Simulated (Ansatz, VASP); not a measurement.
## One calculation of HfSiO4, two programs

```xyz
36
Lattice="0.0000 6.5820 0.0000 6.5820 0.0000 0.0000 -3.2910 -3.2910 -8.9492" Properties=species:S:1:pos:R:3 pbc="T T T"
Hf   -0.0037    0.0134   -0.0055
Hf    3.2873    3.3043   -2.9886
Hf   -0.0037    0.0133   -5.9716
Hf   -0.0037    3.3043   -4.4801
Hf    3.2873    0.0134   -7.4632
Hf    3.2873    0.0133   -1.4970
Si    3.2873    0.0133   -4.4801
Si   -0.0037    3.3043   -7.4632
Si   -0.0037    3.3044   -1.4970
Si   -0.0037    0.0134   -2.9885
Si    3.2873    3.3043   -5.9716
Si   -0.0037    0.0134   -8.9547
O     3.2871    2.0873   -7.0553
O     3.2870    2.0872   -1.0892
O    -0.0040   -1.2038   -4.0723
O     4.5044    0.0135   -5.5639
O     1.2134    3.3045   -8.5469
O     1.2133    3.3044   -2.5808
O     2.0702    0.0132   -5.5638
O    -1.2208    3.3042   -8.5469
O     5.3611    3.3042   -2.5807
O    -0.0037    1.2304   -4.0724
O     3.2874   -2.0606   -7.0554
O     3.2874    4.5214   -1.0893
O     2.0702    3.3044   -4.8878
O    -1.2208    0.0134   -7.8709
O     5.3612    0.0133   -1.9048
O     3.2873    1.2304   -3.3963
O    -0.0037   -2.0606   -6.3794
O    -0.0036    4.5215   -0.4132
O     3.2873   -1.2038   -3.3963
O    -0.0036    2.0872   -6.3794
O    -0.0036    2.0873   -0.4132
O     1.2134    0.0134   -1.9048
O     4.5044    3.3044   -4.8878
O     1.2134    0.0133   -7.8710
```

Alike in both runs: functional PBEsol; k mesh 2 × 2 × 2; occupations gaussian, width 0.02 eV; no spin polarisation.

Ansatz relaxed the structure, and its values are those at the end. VASP's run is a single point on that final structure, the one shown.

|  | VASP | Ansatz |
| --- | --- | --- |
| version | VASP 6.6.1 | Ansatz 0.2.0 |
| potentials or method | VASP PAW PBE potentials, release 64 (Hf_pv, Si, O), cutoff 520 eV | scalar-relativistic, plane waves, PAW |
| valence electrons in the cell | 228 | 324 |

```tsv
	VASP	Ansatz	Ansatz less VASP
gap on the k mesh at the Fermi level (eV)	5.33	5.38	+0.048
least direct gap on the mesh (eV)	5.73	5.77	+0.049
rms of the force components (eV/Å)	0.109	0.000	-0.1082
```

VASP's potentials were made for PBE, not for PBEsol. VASP's potentials hold 228 valence electrons a cell and Ansatz's 324, so a difference there can come from the potentials and not from the codes.

The k mesh is coarse, so the values compare programs but aren't converged. Spin-orbit coupling is off throughout.
